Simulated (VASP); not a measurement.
BaTe, 4 atoms in the cell. The structure is hexagonal, space group P6_3/mmc (No. 194). Conventional cell: a = 4.849 Å, b = 4.849 Å, c = 8.607 Å, α = 90.00°, β = 90.00°, γ = 120.00°. Ba (site symmetry -6m2) has 6 Te at 3.53 Å within 4.6 Å. Within 4.6 Å of Te (site symmetry -3m) lie 6 Ba at 3.53 Å and 2 Te at 4.30 Å. 

| Quantity | Value |
| --- | --- |
| Program | VASP 6.6.1 |
| Task | single point |
| Functional | PBE |
| Potentials or basis | VASP PAW PBE potentials, release 64 (Ba_sv, Te) |
| Cutoff | 520 eV |
| k mesh | 6 × 6 × 4 |
| Occupations | gaussian, width 0.02 eV |
| Spin | no spin polarisation |
| Dipole correction | no |
| Further INCAR settings | ALGO = Normal; EDIFF = 1e-06; NBANDS = 24 |

Potentials or basis: VASP PAW PBE potentials, release 64 (Ba_sv, Te).

The run is started by

```sh
$ cat potpaw_PBE.64/Ba_sv/POTCAR potpaw_PBE.64/Te/POTCAR > POTCAR
$ mpirun -np 1 vasp_std > vasp.out
```

Hardware: 1 thread of Oxide Virtual Turin-like Processor, with other jobs on the host.

Question: How long does it take, and how much memory?

Answer: Wall time 2.2 min on 1 thread of Oxide Virtual Turin-like Processor (shared host), peak memory 0.28 GiB. Counts: scf iterations 15, k points 21.
